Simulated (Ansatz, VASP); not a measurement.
**TiTe2: VASP beside Ansatz**

The input INCAR:

```
PREC = Accurate ; ENCUT = 500
EDIFF = 1E-6 ; ISMEAR = 0
SIGMA = 0.1 ; LREAL = False
LASPH = True ; NELM = 120
ALGO = Normal ; ISIF = 2
LWAVE = False ; LCHARG = False
GGA = PE ; NBANDS = 19
GGA_COMPAT = False
```

The input KPOINTS:

```
Automatic mesh
0
Gamma
  15 15 8
```

The input POSCAR:

```
TiTe2
1.0
    3.6307176432      0.0000000000      0.0000000000
   -1.8153588216      3.1442937130      0.0000000000
    0.0000000000      0.0000000000      6.3438024600
Ti Te
1 2
Direct
    0.0000000000      0.0000000000      0.0000000000
    0.6666666667      0.3333333333      0.2816480282
    0.3333333333      0.6666666667      0.7183519718
```

Input for Ansatz:

```yaml
crystal:
  lattice:
    - [3.6307176432, 0.0, 0.0]
    - [-1.8153588216, 3.144293713, 0.0]
    - [0.0, 0.0, 6.34380246]
  atoms:
    - { symbol: Ti, position: [0.0, 0.0, 0.0] }
    - { symbol: Te, position: [0.6666666667, 0.3333333333, 0.2816480282] }
    - { symbol: Te, position: [0.3333333333, 0.6666666667, 0.7183519718] }
basis:
  ecutwfc: 420
kpoints:
  mp_grid: { grid: [15, 15, 8] }
hamiltonian:
  xc: pbe
scf:
  occupations: { method: gaussian, width: 0.1 }
output:
  forces: true
  stress: true
  eigenvalues: true
  populations: true
```

Alike in both runs: task single point; functional PBE; k mesh 15 × 15 × 8; occupations gaussian, width 0.1 eV; no spin polarisation.

|  | VASP | Ansatz |
| --- | --- | --- |
| version | VASP 6.6.1 | Ansatz 0.2.0 |
| potentials or method | VASP PAW PBE potentials, release 64 (Ti_sv, Te), cutoff 500 eV | scalar-relativistic, plane waves, PAW |
| valence electrons in the cell | 24 | 44 |

|  | VASP | Ansatz | Ansatz less VASP |
| --- | --- | --- | --- |
| gap on the k mesh at the Fermi level (eV) | none | none | - |
| pressure (GPa) | 4.3 | 4.3 | +0.05 |
| traceless stress, the component that is largest in VASP (GPa) | -1.31 | -1.32 | -0.007 |
| rms of the force components (eV/Å) | 0.205 | 0.210 | +0.0057 |

Atom by atom the forces differ by 0.006 eV/Å (rms over components). A gap of «none» marks a metal or a gap that the smearing closes. With one functional, cell and mesh, what is left measures potentials, basis and numerics. VASP's potentials hold 24 valence electrons a cell and Ansatz's 44, so a difference there can come from the potentials and not from the codes.

Spin-orbit coupling is off throughout.
